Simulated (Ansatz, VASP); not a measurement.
BaO in VASP and in Ansatz

Contents of POSCAR:

```
BaO
1.0
    0.0207895701      2.7719426833      2.7719426833
    2.7719426833      0.0207895701      2.7719426833
    2.7927322535      2.7927322535      0.0000000001
Ba O
1 1
Direct
    0.0000000000      0.0000000000      0.0000000000
    0.5000000000      0.5000000000      0.5000000000
```

File INCAR.step1:

```
SYSTEM = BaO
PREC     = Accurate       ! precision mode
ENCUT    = 520            ! plane-wave cutoff, eV
EDIFF    = 1E-5           ! SCF threshold, eV
ISMEAR   = 0              ! smearing method
SIGMA    = 0.01           ! smearing width, eV
LREAL    = .False.        ! projectors in reciprocal space
LASPH    = .True.         ! aspherical terms in the spheres
NELM     = 120            ! most SCF steps
ALGO     = Normal         ! electronic algorithm
ISIF     = 2              ! what is computed and relaxed
LWAVE    = .True.         ! write WAVECAR
LCHARG   = .False.        ! write CHGCAR
NBANDS   = 15             ! bands
GGA      = PE             ! functional
GGA_COMPAT= .False.      
KPAR     = 4
```

File INCAR.step2:

```
SYSTEM = BaO
PREC     = Accurate       ! precision mode
ENCUT    = 520            ! plane-wave cutoff, eV
EDIFF    = 1E-6           ! SCF threshold, eV
ISMEAR   = 0              ! smearing method
SIGMA    = 0.01           ! smearing width, eV
LREAL    = .False.        ! projectors in reciprocal space
LASPH    = .True.         ! aspherical terms in the spheres
NELM     = 120            ! most SCF steps
ALGO     = Normal         ! electronic algorithm
ISIF     = 2              ! what is computed and relaxed
LWAVE    = .False.        ! write WAVECAR
LCHARG   = .False.        ! write CHGCAR
GGA      = PE             ! functional
LHFCALC  = .True.         ! exact exchange
HFSCREEN = 0.2079         ! screening, 1/A
PRECFOCK = Normal       
NBANDS   = 15             ! bands
ISTART   = 1            
GGA_COMPAT= .False.      
KPAR     = 4
```

KPOINTS

```
Automatic mesh
0
Gamma
  6 6 6
  0 0 0
```

Input for Ansatz:

```yaml
crystal:
  lattice:
    - [0.0207895701, 2.7719426833, 2.7719426833]
    - [2.7719426833, 0.0207895701, 2.7719426833]
    - [2.7927322535, 2.7927322535, 1.0e-10]
  atoms:
    - { symbol: Ba, position: [0.0, 0.0, 0.0] }
    - { symbol: O, position: [0.5, 0.5, 0.5] }
kpoints:
  mp_grid: { grid: [6, 6, 6] }
  band_path:
    path:
      - [0.0, 0.0, 0.0]
      - [0.5, 0.0, 0.5]
      - [0.625, 0.25, 0.625]
      - [0.375, 0.375, 0.75]
      - [0.5, 0.5, 0.5]
      - [0.5, 0.25, 0.75]
      - [0.497396, -0.497396, 0.0]
      - [0.0, 0.5, 0.5]
    npoints: 1
hamiltonian:
  xc: hse06
scf:
  occupations: { method: fixed }
  n_extra_bands: 4
output:
  forces: true
  stress: true
  eigenvalues: true
```

Change from the starting cell: shear_xy strain +1.5%.

Alike in both runs: task single point; functional HSE06; k mesh 6 × 6 × 6; no spin polarisation.

|  | VASP | Ansatz |
| --- | --- | --- |
| version | VASP 6.6.1 | Ansatz 0.2.0 |
| potentials or method | VASP PAW PBE potentials, release 64 (Ba_sv, O) | plane waves, PAW |
| plane-wave cutoff (eV) | 520 | 420 |
| occupations | gaussian, width 0.01 eV | fixed |
| valence electrons in the cell | 16 | 16 |

Ansatz gave:

| Item | Value |
| --- | --- |
| gap on the k mesh at the Fermi level (eV) | 3.32 |
| pressure (GPa) | -0.5 |
| traceless stress, the component that is largest in VASP (GPa) | -0.56 |

**Question.** Estimate VASP's values.

**Answer.** gap on the k mesh at the Fermi level (eV): 3.25; pressure (GPa): 1.1; traceless stress, the component that is largest in VASP (GPa): -0.57.

Ansatz's warnings: stress exchange threshold loose, stress scf threshold loose.

Neither program's run includes spin-orbit coupling.
